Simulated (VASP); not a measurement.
Runs of VASP 6.6.1 on TaN. The structure is that of space group P6_3mc (No. 186), or close to it. The cells are those of the table. 

| level | cell | k mesh | gap on the mesh (eV) | pressure (GPa) | largest force (eV/Å) |
| --- | --- | --- | --- | --- | --- |
| r2SCAN | a = 3.141, b = 3.141, c = 5.087 Å, angles 90.0, 90.0, 120.0°, 4 atoms | 15 × 15 × 8 | none | (a) | (b) |
| PBEsol | a = 2.993, b = 3.024, c = 4.586 Å, angles 90.8, 88.4, 119.7°, 4 atoms | 14 × 14 × 8 | none | 214.7 | 4.22 |
| PBEsol | a = 3.078, b = 3.078, c = 4.541 Å, angles 90.0, 90.0, 120.0°, 4 atoms | 15 × 15 × 8 | none | 176.0 | 2.40 |
| PBEsol | a = 3.020, b = 3.020, c = 5.188 Å, angles 90.0, 90.0, 120.0°, 4 atoms | 15 × 15 × 8 | none | (d) | 5.01 |
| PBEsol | a = 2.945, b = 2.945, c = 5.215 Å, angles 90.0, 90.0, 120.0°, 4 atoms | 15 × 15 × 8 | none | 167.0 | 7.39 |
| PBEsol | a = 3.024, b = 3.024, c = 5.342 Å, angles 90.0, 90.0, 120.0°, 4 atoms | 15 × 15 × 8 | none | 111.1 | 5.86 |
| PBEsol | a = 3.168, b = 3.178, c = 5.228 Å, angles 90.0, 90.0, 119.4°, 4 atoms | 14 × 14 × 8 | none | 49.3 | (c) |

Alike in all rows: task single point; potentials or basis VASP PAW PBE potentials, release 64 (Ta_pv, N); no spin polarisation; cutoff (eV) 520; smearing gaussian 0.1 eV.

Q: Estimate the missing entries.

A: (a) 81.4; (b) 2.23; (c) 2.60; (d) 135.0.

Caveats: the PAW data sets were made with another functional, which shifts forces and pressure a little; spin-orbit coupling is left out, which moves the levels of the heavy elements.

A k mesh can miss the band edges, and the runs leave out spin-orbit coupling on Ta.

A gap of «none» marks levels without a gap at the run's occupations.
